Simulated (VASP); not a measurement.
Write the native input for VASP 6.6.1 that does the following.

| Property | Result |
| --- | --- |
| Task | single point |
| Functional | B3LYP5 |
| Potentials or basis | VASP PAW PBE potentials, release 64 (Mg) |
| Cutoff | 520 eV |
| k mesh | 8 × 8 × 8 |
| Occupations | fermi-dirac, width 0.05 eV |
| Spin | no spin polarisation |
| Dipole correction | no |
| Grid for exact exchange (PRECFOCK) | Normal |
| Further INCAR settings | ALGO = Normal; EDIFF = 1e-06; NBANDS = 7 |
| Share of exact exchange | 0.2 |

Crystal: Mg.

```
Mg
1.0
    -1.77276    1.77276    1.77276
     1.77276   -1.77276    1.77276
     1.77276    1.77276   -1.77276
Mg
1
Direct
  0.00000 0.00000 0.00000
```

This isn't the form of Mg at room conditions, which is hcp.

One way to write it, as run:

POSCAR

```
Mg
1.0
   -1.7727644950      1.7727644950      1.7727644950
    1.7727644950     -1.7727644950      1.7727644950
    1.7727644950      1.7727644950     -1.7727644950
Mg
1
Direct
    0.0000000000      0.0000000000      0.0000000000
```

INCAR.step1

```
SYSTEM = Mg
PREC = Accurate
ENCUT = 520
EDIFF = 1E-5
ISMEAR = -1
SIGMA = 0.05
LREAL = .False.
LASPH = .True.
NELM = 120
ALGO = Normal
ISIF = 2
LWAVE = .True.
LCHARG = .False.
NBANDS = 7
GGA = PE
GGA_COMPAT = .False.
```

INCAR.step2

```
SYSTEM = Mg
PREC = Accurate
ENCUT = 520
EDIFF = 1E-6
ISMEAR = -1
SIGMA = 0.05
LREAL = .False.
LASPH = .True.
NELM = 120
ALGO = Normal
ISIF = 2
LWAVE = .False.
LCHARG = .False.
GGA = B5
LHFCALC = .True.
AEXX = 0.2
AGGAX = 0.72
AGGAC = 0.81
ALDAC = 0.19
PRECFOCK = Normal
NBANDS = 7
ISTART = 1
GGA_COMPAT = .False.
```

KPOINTS

```
Automatic mesh
0
Gamma
  8 8 8
  0 0 0
```

Potentials or basis: VASP PAW PBE potentials, release 64 (Mg).

Launch:

```bash
$ cat potpaw_PBE.64/Mg/POTCAR > POTCAR
$ cp INCAR.step1 INCAR
$ mpirun -np 1 vasp_std > vasp.out
$ cp INCAR.step2 INCAR
$ mpirun -np 1 vasp_std > vasp.out
```

It gave:

```
Pressure               : 1.0 GPa
Band gap on the k mesh : zero (bands 1 and 2 overlap by 6.40 eV)
```

Caveat: the PAW data sets were made with another functional, which shifts forces and pressure a little.

Run time: 6.3 min on 1 thread of AMD EPYC 7R43 64-Core Processor (Zen 3), on a shared host, peak memory 0.12 GiB.
